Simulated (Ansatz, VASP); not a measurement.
# MnO2: VASP beside Ansatz

Contents of INCAR:

```
SYSTEM = MnO2
PREC = Accurate
ENCUT = 520
EDIFF = 1E-6
ISMEAR = 0
SIGMA = 0.05
LREAL = .False.
LASPH = .True.
NELM = 150
ALGO = Normal
ISIF = 2
LWAVE = .False.
LCHARG = .True.
ISPIN = 2
MAGMOM = 2.79 -0.04 -0.04
LORBIT = 11
LMAXMIX = 4
LDAU = .True.
LDAUTYPE = 2
LDAUL = 2 -1
LDAUU = 1 0
LDAUJ = 0 0
LDAUPRINT = 1
GGA = PE
LELF = .True.
LVHAR = .True.
NBANDS = 24
```

File KPOINTS:

```
Automatic mesh
0
Gamma
  7 7 6
  0 0 0
```

Contents of POSCAR:

```
MnO2
1.0
    2.4302502300     -1.4897917300      0.0000000000
    2.4302502300      1.4897917300      0.0000000000
   -0.0023926100      0.0000000000      3.4271624400
Mn O
1 2
Direct
    0.0000000000      0.0000000000      0.0000000000
    0.6879000000      0.6879000000      0.2889000000
    0.3121000000      0.3121000000      0.7111000000
```

Input for Ansatz:

```yaml
crystal:
  lattice:
    - [2.43025023, -1.48979173, 0.0]
    - [2.43025023, 1.48979173, 0.0]
    - [-0.00239261, 0.0, 3.42716244]
  atoms:
    - { symbol: Mn, position: [0.0, 0.0, 0.0], spin: 3.0 }
    - { symbol: O, position: [0.6879, 0.6879, 0.2889] }
    - { symbol: O, position: [0.3121, 0.3121, 0.7111] }
basis:
  ecutwfc: 420
  ecutrho_ratio: 4
kpoints:
  mp_grid: { grid: [7, 7, 6] }
hamiltonian:
  xc: pbe
  hubbard:
    sites:
      - { site: 0, l: d, u_eff: 1.0, starting_ns: [{ spin: up, occupation_matrix: s0up }, { spin: down, occupation_matrix: s0down }] }
    occupation_matrices:
      s0up:
        matrix:
          - [0.97, 0.0, 0.0, 0.0, 0.0]
          - [0.0, 0.97, 0.0, 0.0, 0.0]
          - [0.0, 0.0, 0.02, 0.0, 0.0]
          - [0.0, 0.0, 0.0, 0.97, 0.0]
          - [0.0, 0.0, 0.0, 0.0, 0.02]
      s0down:
        matrix:
          - [0.02, 0.0, 0.0, 0.0, 0.0]
          - [0.0, 0.02, 0.0, 0.0, 0.0]
          - [0.0, 0.0, 0.02, 0.0, 0.0]
          - [0.0, 0.0, 0.0, 0.02, 0.0]
          - [0.0, 0.0, 0.0, 0.0, 0.02]
    ns_hold: { iters: 5 }
scf:
  occupations: { method: gaussian, width: 0.05 }
  lower_state_search: "off"
  max_iter: 150
output:
  forces: true
  stress: true
  eigenvalues: true
  populations: true
  hubbard: { sites: [{ site: 0, l: d }] }
  write_density: true
  write_potential: true
  elf: true
  volumetric_format: npy
magnetization:
  spin_polarized: true
```

Alike in both runs: task single point; functional PBE; k mesh 7 × 7 × 6; occupations gaussian, width 0.05 eV; collinear spin; Hubbard terms Mn d U = 1.0 eV.

|  | VASP | Ansatz |
| --- | --- | --- |
| version | VASP 6.6.1 | Ansatz 0.2.0 |
| potentials or method | VASP PAW PBE potentials, release 64 (Mn_pv, O), cutoff 520 eV | scalar-relativistic, plane waves, PAW |
| valence electrons in the cell | 25 | 27 |

```csv
,VASP,Ansatz,Ansatz less VASP
gap on the k mesh at the Fermi level (eV),0.28,0.35,+0.073
least direct gap on the mesh (eV),0.74,0.76,+0.026
rms of the force components (eV/Å),1.560,1.595,+0.0350
net moment per atom (μB),1.00,1.00,0.000
size of the moment on the site where the two differ most (μB),3.00,2.54,-0.457
```

Site moments also hang on the region over which each program counts them. The programs project onto different local orbitals, so the same U acts differently, and such runs can settle in different states. Atom by atom the forces differ by 0.058 eV/Å (rms over components). VASP's potentials hold 25 valence electrons a cell and Ansatz's 27, so a difference there can come from the potentials and not from the codes. Ansatz's warnings: specified occupation not kept.
